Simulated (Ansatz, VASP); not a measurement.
**La: VASP beside Ansatz**

The input INCAR:

```
SYSTEM = La
PREC = Accurate
ENCUT = 520
EDIFF = 1E-6
ISMEAR = -1
SIGMA = 0.05
LREAL = .FALSE.
LASPH = .TRUE.
NELM = 100
ALGO = Fast
ISIF = 2
LWAVE = .FALSE.
LCHARG = .TRUE.
GGA = CA
LELF = .TRUE.
LVHAR = .TRUE.
NBANDS = 18
```

Contents of KPOINTS:

```
Automatic mesh
0
G
  8 8 5
  0 0 0
```

The input POSCAR:

```
La
1.0
    3.7993477643      0.0000000000      0.0000000000
   -1.8996738822      3.2903316817      0.0000000000
    0.0000000000      0.0000000000      6.1498775812
La
2
Direct
    0.6666666667      0.3333333333      0.7500000000
    0.3333333333      0.6666666667      0.2500000000
```

input.yaml

```yaml
crystal:
  lattice:
    - [3.7993477643, 0.0, 0.0]
    - [-1.8996738822, 3.2903316817, 0.0]
    - [0.0, 0.0, 6.1498775812]
  atoms:
    - { symbol: La, position: [0.6666666667, 0.3333333333, 0.75] }
    - { symbol: La, position: [0.3333333333, 0.6666666667, 0.25] }
hamiltonian:
  xc: lda
  pseudopotentials: { kind: paw }
kpoints:
  mp_grid: { grid: [8, 8, 5] }
scf:
  occupations: { method: fermi_dirac, width: 0.05 }
output:
  forces: true
  stress: true
  eigenvalues: true
```

Alike in both runs: task single point; functional LDA; k mesh 8 × 8 × 5; occupations fermi-dirac, width 0.05 eV; no spin polarisation.

|  | VASP | Ansatz |
| --- | --- | --- |
| version | VASP 6.6.1 | Ansatz 0.2.0 |
| potentials or method | VASP PAW LDA potentials, release 64 (La) | Ansatz PAW |
| plane-wave cutoff (eV) | 520 | 420 |
| valence electrons in the cell | 22 | 22 |

|  | VASP | Ansatz | Ansatz less VASP |
| --- | --- | --- | --- |
| gap on the k mesh at the Fermi level (eV) | none | none | - |
| pressure (GPa) | -3.7 | -3.6 | +0.04 |
| traceless stress, the component that is largest in VASP (GPa) | -0.23 | -0.23 | +0.003 |

LDA's correlation is that of Perdew and Zunger in VASP and of Perdew and Wang (1992) in Ansatz. A gap of «none» marks a metal or a gap that the smearing closes.

Spin-orbit coupling is off throughout.
